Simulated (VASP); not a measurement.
Pt:

```
Pt
1.0
     0.00000    1.96090    1.96090
     1.96090    0.00000    1.96090
     1.96090    1.96090    0.00000
Pt
1
Direct
  0.00000 0.00000 0.00000
```

Base run:

* Program: VASP 6.6.1
* Functional: PBE
* Potentials or basis: VASP PAW PBE potentials, release 64 (Pt)
* Cutoff: 500 eV
* k mesh: 14 × 14 × 14
* Occupations: fermi-dirac, width 0.1 eV
* Spin: collinear spin
* Starting moments: [0.8] μB
* Fixed moment: 0.8 μB

Its results: pressure 12.9 GPa; site moments Pt +0.79 μB.

The run is repeated on the same cell with these changes: fixed moment from 0.8 μB to 0.05 μB; moments at the start from [0.8] to [0.05]. What comes out?

Pressure 9.8 GPa; site moments Pt +0.05 μB.

Caveats: the cell stands under pressure; the total moment is fixed, so each spin has its own Fermi level.
